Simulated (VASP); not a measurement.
Input of a VASP 6.6.1 run:

Contents of POSCAR:

```
BaTiO3
1.0
    3.8052040000     -0.0504620000      0.0363090000
   -0.0504620000      3.9872340000      0.0085390000
    0.0363090000      0.0085390000      3.9536070000
Ba O Ti
1 3 1
Direct
    0.9668710000      0.9950190000      0.9880480000
    0.5124600000      0.5217120000      0.9822640000
    0.9872120000      0.5395110000      0.4883210000
    0.4517890000      0.0048180000      0.5073190000
    0.5365870000      0.4800160000      0.5071620000
```

Contents of INCAR.step1:

```
PREC = Accurate
ENCUT = 520
ISMEAR = -5
SIGMA = 0.1
LREAL = F
LASPH = T
NELM = 80
NBANDS = 28
GGA = PE
ALGO = Normal
EDIFF = 1E-4
LWAVE = T
LCHARG = F
```

Contents of INCAR.step2:

```
PREC = Accurate
ENCUT = 520
EDIFF = 1E-6
ISMEAR = -5
SIGMA = 0.1
LREAL = F
LASPH = T
NELM = 80
ALGO = Normal
ISIF = 2
LWAVE = F
LCHARG = T
METAGGA = R2SCAN
LMIXTAU = T
LELF = T
LVHAR = T
NBANDS = 28
ISTART = 1
```

Contents of KPOINTS:

```
Automatic mesh
0
Gamma
  5 5 5
```

Potentials or basis: VASP PAW PBE potentials, release 64 (Ba_sv, O, Ti_sv).

The run is started by

```sh
$ cat potpaw_PBE.64/Ba_sv/POTCAR potpaw_PBE.64/O/POTCAR potpaw_PBE.64/Ti_sv/POTCAR > POTCAR
$ cp INCAR.step1 INCAR
$ mpirun -np 1 vasp_std > vasp.out
$ cp INCAR.step2 INCAR
$ mpirun -np 1 vasp_std > vasp.out
```

Problem. What does it give for the largest force?

Solution. 3.315 eV/Å.

Problem. Predict the band gap on the k mesh.

Solution. 2.96 eV (least direct gap 3.13 eV).

Problem. Estimate the pressure.

Solution. 20.9 GPa.

Forces in eV/Å, atoms in the order of the input:
```
Ba   1.394  0.506  0.481
O   -0.769 -0.839  0.587
O    1.533 -0.893 -0.260
O    1.143  1.020 -0.569
Ti  -3.300  0.206 -0.239
```

Caveat: the cell stands under pressure; the PAW data sets were made with another functional, which shifts forces and pressure a little; spin-orbit coupling is left out, which moves the levels of the heavy elements; an odd mesh through Γ misses points on the zone boundary, where band edges can lie.
